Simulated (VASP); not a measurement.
BN: single point with r2SCAN

BN:

```
B N
1.0
     2.56025    0.00000    0.00000
    -1.28012    2.21724    0.00000
     0.00000    0.00000    4.23485
B N
2 2
Cartesian
  1.2801 0.7391 0.0007
  0.0000 1.4782 2.1181
  1.2801 0.7391 1.5874
  0.0000 1.4782 3.7048
```

* Program: VASP 6.6.1
* Task: single point
* Functional: r2SCAN
* Potentials or basis: VASP PAW PBE potentials, release 64 (B, N)
* Cutoff: 520 eV
* k mesh: 12 × 12 × 8
* Occupations: fermi-dirac, width 0.02 eV
* Spin: no spin polarisation
* Dipole correction: no
* Further INCAR settings: ALGO = Normal; EDIFF = 1e-06; NBANDS = 16

The pressure is -6.2 GPa and the largest force is 0.004 eV/Å. The band gap on the k mesh is 5.75 eV, indirect (least direct gap 8.89 eV).

Forces in eV/Å, atoms in the order of the input:
```
B    0.000  0.000 -0.004
B    0.000  0.000 -0.004
N    0.000  0.000  0.004
N    0.000  0.000  0.004
```

Stress tensor (GPa, compression positive):
```
-6.17  0.00  0.00
 0.00 -6.17  0.00
 0.00  0.00 -6.29
```

Levels at points of the mesh, in eV from the valence-band top:
```csv
k point,band 5,band 6,band 7,band 8,band 9,band 10,band 11,band 12
"(0.00, 0.00, 0.00)",-2.17,-0.26,0.00,0.00,9.00,9.00,9.19,9.98
"(0.50, 0.00, 0.00)",-7.09,-5.09,-4.43,-2.16,7.22,8.54,11.28,12.03
"(0.00, 0.00, 0.50)",-1.20,-1.20,-1.20,-1.20,10.06,10.06,10.58,10.58
"(0.50, 0.00, 0.50)",-3.85,-3.85,-3.66,-3.66,7.12,7.12,10.58,10.58
```

Wall time 110 s on 1 thread of AMD EPYC 7R43 64-Core Processor (Zen 3), with other jobs on the host, peak memory 0.11 GiB.

Caveat: the PAW data sets were made with another functional, which shifts forces and pressure a little. r2SCAN opens gaps a little over a GGA but as a rule still falls short of measured ones.
